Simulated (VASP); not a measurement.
# Ir (Fm-3m) in VASP: notebook

Runs on Ir. Level: LDA. Tasks: single point, relaxation of cell and atoms.

Program: VASP 6.6.1. These are calculated values, not measurements. Logs are shortened: lines on timing, memory, paths and dates and some standing lists are left out, and cuts for length are marked.

### 1 The cell of the first run

It takes space group Fm-3m (No. 225, cubic). Conventional cell: a = 3.813 Å, b = 3.813 Å, c = 3.813 Å, α = 90.00°, β = 90.00°, γ = 90.00°. Within 3.6 Å of Ir (site symmetry m-3m) lie 12 Ir at 2.70 Å.

### 2 Single point, LDA

The input, INCAR:

```
PREC     = Accurate       # precision mode
ENCUT    = 500            # plane-wave cutoff, eV
EDIFF    = 1E-6           # SCF threshold, eV
ISMEAR   = -1             # smearing method
SIGMA    = 0.05           # smearing width, eV
LREAL    = F              # projectors in reciprocal space
LASPH    = T              # aspherical terms in the spheres
NELM     = 120            # most SCF steps
ALGO     = Normal         # electronic algorithm
ISIF     = 2              # what is computed and relaxed
LWAVE    = F              # write WAVECAR
LCHARG   = F              # write CHGCAR
NBANDS   = 10             # bands
GGA_COMPAT= F
```

The input, KPOINTS:

```
regular mesh
0
Gamma
  11 11 11
```

The input, POSCAR:

```
Ir
1.0
    0.0000000000      1.9064075952      1.9064075952
    1.9064075952      0.0000000000      1.9064075952
    1.9064075952      1.9064075952      0.0000000000
Ir
1
Direct
    0.0000000000      0.0000000000      0.0000000000
```

Potentials or basis: VASP PAW LDA potentials, release 64 (Ir).

On the command line:

```console
> cat potpaw_LDA.64/Ir/POTCAR > POTCAR
> mpirun -np 1 vasp_std > vasp.out
```

OUTCAR:

```text
PREC = Accurate
   ENCUT = 500
   EDIFF = 1E-6
   ISMEAR = -1
   LREAL = F
   LASPH = T
   NELM = 120
   ISIF = 2

 ion  position               nearest neighbor table
   1  0.000  0.000  0.000-

  LATTYP: Found a face centered cubic cell.
 ALAT       =     3.8128151904

  Lattice vectors:

 A1 = (   0.0000000000,   1.9064075952,   1.9064075952)
 A2 = (   1.9064075952,   0.0000000000,   1.9064075952)
 A3 = (   1.9064075952,   1.9064075952,   0.0000000000)

Analysis of symmetry for initial positions (statically):
=====================================================================
 Subroutine PRICEL returns:
 Original cell was already a primitive cell.

 Routine SETGRP: Setting up the symmetry group for a
 face centered cubic supercell.

 Subroutine GETGRP returns: Found 48 space group operations
 (whereof 48 operations were pure point group operations)
 out of a pool of 48 trial point group operations.

The static configuration has the point symmetry O_h .

Analysis of symmetry for dynamics (positions and initial velocities):
=====================================================================
 Subroutine PRICEL returns:
 Original cell was already a primitive cell.

 Routine SETGRP: Setting up the symmetry group for a
 face centered cubic supercell.

 Subroutine GETGRP returns: Found 48 space group operations
 (whereof 48 operations were pure point group operations)
 out of a pool of 48 trial point group operations.

The dynamic configuration has the point symmetry O_h .

 Subroutine INISYM returns: Found 48 space group operations
 (whereof 48 operations are pure point group operations),
 and found     1 'primitive' translations

----------------------------------------------------------------------------------------

                                     Primitive cell

  volume of cell :      13.8573

  direct lattice vectors                    reciprocal lattice vectors
     0.000000000  1.906407595  1.906407595    -0.262273399  0.262273399  0.262273399
     1.906407595  0.000000000  1.906407595     0.262273399 -0.262273399  0.262273399
     1.906407595  1.906407595  0.000000000     0.262273399  0.262273399 -0.262273399

  length of vectors
     2.696067477  2.696067477  2.696067477     0.454270853  0.454270853  0.454270853

  position of ions in fractional coordinates (direct lattice)
     0.000000000  0.000000000  0.000000000

  ion indices of the primitive-cell ions
   primitive index   ion index
                 1           1

----------------------------------------------------------------------------------------

 KPOINTS: regular mesh

Automatic generation of k-mesh.
 Grid dimensions read from file:
 generate k-points for:   11   11   11

 Generating k-lattice:

  Cartesian coordinates                     Fractional coordinates (reciprocal lattice)
    -0.023843036  0.023843036  0.023843036     0.090909091  0.000000000  0.000000000
     0.023843036 -0.023843036  0.023843036     0.000000000  0.090909091  0.000000000
     0.023843036  0.023843036 -0.023843036     0.000000000  0.000000000  0.090909091

  Length of vectors
     0.041297350  0.041297350  0.041297350

  Shift w.r.t. Gamma in fractional coordinates (k-lattice)
     0.000000000  0.000000000  0.000000000

 Subroutine IBZKPT returns following result:
 ===========================================

 Found     56 irreducible k-points:

 Following reciprocal coordinates:
            Coordinates               Weight
  0.000000  0.000000  0.000000      1.000000
  0.090909  0.000000  0.000000      8.000000
  0.181818  0.000000  0.000000      8.000000
  0.272727  0.000000  0.000000      8.000000
  0.363636  0.000000  0.000000      8.000000
  0.454545  0.000000  0.000000      8.000000
[... 16 lines left out ...]
 -0.272727  0.181818  0.000000     24.000000
 -0.181818  0.181818  0.000000     12.000000
 [... further k-points ...]
   k-points           NKPTS =     56   k-points in BZ     NKDIM =     56   number of bands    NBANDS=     10
   number of dos      NEDOS =    301   number of ions     NIONS =      1
   total plane-waves  NPLWV =   8000
   dimension x,y,z NGX =    20 NGY =   20 NGZ =   20
   dimension x,y,z NGXF=    40 NGYF=   40 NGZF=   40
   ions per type =               1
   NGX,Y,Z   is equivalent  to a cutoff of  12.33, 12.33, 12.33 a.u.
   NGXF,Y,Z  is equivalent  to a cutoff of  24.66, 24.66, 24.66 a.u.
 SYSTEM =  unknown system
   PREC   = accura    normal or accurate (medium, high low for compatibility)
   ISTART =      0    job   : 0-new  1-cont  2-samecut
   ICHARG =      2    charge: 1-file 2-atom 10-const
   ISPIN  =      1    spin polarized calculation?
   LNONCOLLINEAR =      F non collinear calculations
   LSORBIT =      F    spin-orbit coupling
   LASPH  =      T    aspherical Exc in radial PAW
   ENCUT  =  500.0 eV  36.75 Ry    6.06 a.u.   4.92  4.92  4.92*2*pi/ulx,y,z
   NELM   =    120;   NELMIN=  2; NELMDL= -5     # of ELM steps
   EDIFF  = 0.1E-05   stopping-criterion for ELM
   LREAL  =      F    real-space projection
   EDIFFG = 0.1E-04   stopping-criterion for IOM
   NSW    =      0    number of steps for IOM
   IBRION =     -1    ionic relax: 0-MD 1-quasi-New 2-CG
   NFREE  =      0    steps in history (QN), initial steepest desc. (CG)
   ISIF   =      2    stress and relaxation
   ISYM   =      2    0-nonsym 1-usesym 2-fastsym
   POTIM  = 0.5000    time-step for ionic-motion
   TEBEG  =    0.0;   TEEND  =   0.0 temperature during run
   PSTRESS=    0.0 pullay stress
   NELECT =       9.0000    total number of electrons
   NUPDOWN=      -1.0000    fix difference up-down
   EMIN   =  10.00;   EMAX   =-10.00  energy-range for DOS
   EFERMI =   0.00;   METHOD = LEGACY
   ISMEAR =    -1;   SIGMA  =   0.05  broadening in eV -4-tet -1-fermi 0-gaus
   EFERMI_NEDOS =   21; number of points for ismear=-14 and -15
   IALGO  =     38    algorithm
   IMIX   =      4    mixing-type and parameters
     AMIX     =   0.40;   BMIX     =  1.00
     AMIX_MAG =   1.60;   BMIX_MAG =  1.00
  volume/ion in A,a.u.               =      13.86        93.51
  Fermi-wavevector in a.u.,A,eV,Ry     =   1.417740  2.679140 27.347527  2.009987
  Thomas-Fermi vector in A             =   2.538939
   LORBIT       =      0    0 simple, 1 ext, 2 COOP (PROOUT), +10 PAW based schemes
   GGA     = CA    functional components
   LHFCALC =     F    Hartree Fock is set to
   AEXX    =    0.0000 exact exchange contribution
   IVDW    =     0    specifies the selected vdW correction
   LEPSILON=     F    determine dielectric tensor
   LRPA    =     F    only Hartree local field effects (RPA)
 non-spin polarized calculation
  energy-cutoff  :      500.00
  volume of cell :       13.86
 maximum number of plane-waves:       360
   NGX =  9   NGY =  9   NGZ =  9

 number of electron       9.0000001 magnetization

 Free energy of the ion-electron system (eV)
  ---------------------------------------------------
  ext. energy  EPLUGINS =         0.00000000
  ---------------------------------------------------
  free energy    TOTEN  =       -10.30131984 eV

  energy without entropy =      -10.28793343  energy(sigma->0) =      -10.29462663

 E-fermi :  10.6059     XC(G=0): -14.2599

 val. band max:       10.6010613877   @ k =   0.2727   0.2727   0.0000
 cond. band min:      10.6240001378   @ k =   0.3636   0.2727   0.0000
 fundamental gap:      0.0229387500
 Fermi energy:        10.6059223022

 k-point     1 :       0.0000    0.0000    0.0000
  band No.  band energies     occupation
      1      -0.6502      2.00000
      2       6.6333      2.00000
      3       6.6333      2.00000
      4       6.6333      2.00000
      5       9.4537      2.00000
      6       9.4537      2.00000
      7      24.9766      0.00000
      8      30.6447      0.00000
      9      30.6447      0.00000
     10      30.6447      0.00000

 k-point     2 :       0.0909    0.0000    0.0000
  band No.  band energies     occupation
      1      -0.2784      2.00000
      2       6.4421      2.00000
      3       6.7910      2.00000
      4       6.7910      2.00000
      5       9.3558      2.00000
      6       9.3558      2.00000
      7      25.6160      0.00000
      8      29.0079      0.00000
      9      31.2657      0.00000
     10      31.2657      0.00000

 k-point     3 :       0.1818    0.0000    0.0000
  band No.  band energies     occupation
      1       0.7151      2.00000
      2       6.1002      2.00000
      3       7.0792      2.00000
      4       7.0792      2.00000
      5       9.3041      2.00000
      6       9.3041      2.00000
      7      26.3567      0.00000
      8      27.2040      0.00000
      9      32.9778      0.00000
     10      32.9778      0.00000

 k-point     4 :       0.2727    0.0000    0.0000
  band No.  band energies     occupation
      1       1.8294      2.00000
      2       6.2772      2.00000
      3       7.0538      2.00000
      4       7.0538      2.00000
      5       9.8196      2.00000
      6       9.8196      2.00000
      7      23.9343      0.00000
      8      27.3897      0.00000
      9      34.9172      0.00000
     10      34.9209      0.00000
[... 222 lines left out ...]
 k-point    22 :      -0.3636    0.1818    0.0000
  band No.  band energies     occupation
      1       3.5310      2.00000
      2       5.7852      2.00000
      3       7.0684      2.00000
      4       7.5581      2.00000
      5      10.5141      1.72484
      6      14.1740      0.00000
      7      19.5594      0.00000
      8      26.1867      0.00000
      9      28.0467      0.00000
     10      31.6550      0.00000

 k-point    23 :      -0.2727    0.1818    0.0000
  band No.  band energies     occupation
      1       3.4941      2.00000
      2       5.7967      2.00000
      3       6.3145      2.00000
      4       7.7584      2.00000
      5       9.2559      2.00000
      6      12.8367      0.00000
      7      22.6510      0.00000
      8      26.9395      0.00000
      9      28.5473      0.00000
     10      33.5821      0.00000

 k-point    24 :      -0.1818    0.1818    0.0000
  band No.  band energies     occupation
      1       2.6002      2.00000
      2       5.4483      2.00000
      3       6.8288      2.00000
      4       8.1116      2.00000
      5       8.1927      2.00000
      6      11.3755      0.00000
      7      25.0061      0.00000
      8      28.2642      0.00000
      9      30.3828      0.00000
     10      31.1914      0.00000

 [... further k-points ...]

------------------------ aborting loop because EDIFF is reached ----------------------------------------

  FORCE on cell =-STRESS in cart. coord.  units (eV):
  Direction    XX          YY          ZZ          XY          YZ          ZX
  --------------------------------------------------------------------------------------
  -------------------------------------------------------------------------------------
  Total        0.2241631      0.2241631      0.2241631      0.0000000      0.0000000     -0.0000000
  in kB       25.9177558     25.9177558     25.9177558      0.0000000      0.0000000     -0.0000000
  external PRESSURE =      25.9177558 kB  Pullay stress =       0.0000000 kB

 VOLUME and BASIS-vectors are now :
 -----------------------------------------------------------------------------
  energy-cutoff  :      500.00
  volume of cell :       13.86
      direct lattice vectors                 reciprocal lattice vectors
     0.000000000  1.906407595  1.906407595    -0.262273399  0.262273399  0.262273399
     1.906407595  0.000000000  1.906407595     0.262273399 -0.262273399  0.262273399
     1.906407595  1.906407595  0.000000000     0.262273399  0.262273399 -0.262273399

 POSITION                                       TOTAL-FORCE (eV/Angst)
 -----------------------------------------------------------------------------------
      0.00000      0.00000      0.00000         0.000000      0.000000     -0.000000
 -----------------------------------------------------------------------------------
    total drift:                                0.000000      0.000000     -0.000000

  FREE ENERGIE OF THE ION-ELECTRON SYSTEM (eV)
  ---------------------------------------------------
  free  energy   TOTEN  =       -10.3013198392 eV

  energy  without entropy=      -10.2879334258  energy(sigma->0) =      -10.29462663
```

Wall time 3.8 s (1 thread of Intel Xeon Platinum 8488C (Sapphire Rapids), shared host); peak memory 0.12 GiB.

What came out:

* Free energy: -10.3013 eV
* Pressure: 2.6 GPa
* Band gap on the k mesh: zero (an odd number of electrons rules out a gap without spin polarisation)

Caveat: spin-orbit coupling is left out, which moves the levels of the heavy elements.

### 3 Relaxation of cell and atoms, LDA

This run uses another cell than the first one, of 14.05 Å³/atom.

The input, INCAR:

```
PREC     = Accurate       # precision mode
ENCUT    = 500            # plane-wave cutoff, eV
EDIFF    = 1E-7           # SCF threshold, eV
ISMEAR   = -1             # smearing method
SIGMA    = 0.05           # smearing width, eV
LREAL    = F              # projectors in reciprocal space
LASPH    = T              # aspherical terms in the spheres
NELM     = 120            # most SCF steps
ALGO     = Normal         # electronic algorithm
ISIF     = 3              # what is computed and relaxed
LWAVE    = F              # write WAVECAR
LCHARG   = F              # write CHGCAR
GGA      = CA             # functional
IBRION   = 2              # ionic algorithm
NSW      = 80             # ionic steps
EDIFFG   = -0.01          # ionic threshold
GGA_COMPAT= F            
NELMIN   = 4
```

KPOINTS is that of step 2.

The input, POSCAR:

```
Ir
1.0
    0.0000000000      1.9150000000      1.9150000000
    1.9150000000      0.0000000000      1.9150000000
    1.9150000000      1.9150000000      0.0000000000
Ir
1
Direct
    0.0000000000      0.0000000000      0.0000000000
```

Potentials or basis: VASP PAW LDA potentials, release 64 (Ir).

On the command line:

```console
> cat potpaw_LDA.64/Ir/POTCAR > POTCAR
> mpirun -np 1 vasp_std > vasp.out
```

Run time: 7.6 s. Hardware: 1 thread of Intel Xeon Platinum 8488C (Sapphire Rapids), shared host; peak memory 0.12 GiB.

It converged, with:

| Property | Result |
| --- | --- |
| Free energy | -10.3022 eV |
| Relaxed volume | 13.95 Å³/atom |
| Relaxed cell | a = 2.702 Å, b = 2.702 Å, c = 2.702 Å, α = 60.00°, β = 60.00°, γ = 60.00° |
| Space group after relaxing (to 0.1 Å) | Fm-3m (No. 225) |
| Energy gained by relaxing | 0.9 meV/atom |
| Ionic steps | 3 |
| Pressure after relaxing | 0.0 GPa |
| Band gap on the k mesh | zero (an odd number of electrons rules out a gap without spin polarisation) |

The path:
```
step  energy change (eV)  largest force (eV/Å)  pressure (GPa)  volume (Å³)
   1              0.0000                0.0000           -2.83        14.05
   2              0.0144                0.0000           12.61        13.55
   3             -0.0009                0.0000           -0.04        13.95
```

Final structure:
```
CELL_PARAMETERS angstrom
0.00000 1.91050 1.91050
1.91050 0.00000 1.91050
1.91050 1.91050 0.00000
ATOMIC_POSITIONS crystal
Ir 0.00000 0.00000 0.00000
```

Levels at points of the mesh, in eV from the Fermi level:
| k point | band 1 | band 2 | band 3 | band 4 | band 5 | band 6 | band 7 | band 8 |
| --- | --- | --- | --- | --- | --- | --- | --- | --- |
| (0.00, 0.00, 0.00) | -11.19 | -3.93 | -3.93 | -3.93 | -1.14 | -1.14 | 14.38 | 20.01 |

Caveat: spin-orbit coupling is left out, which moves the levels of the heavy elements.
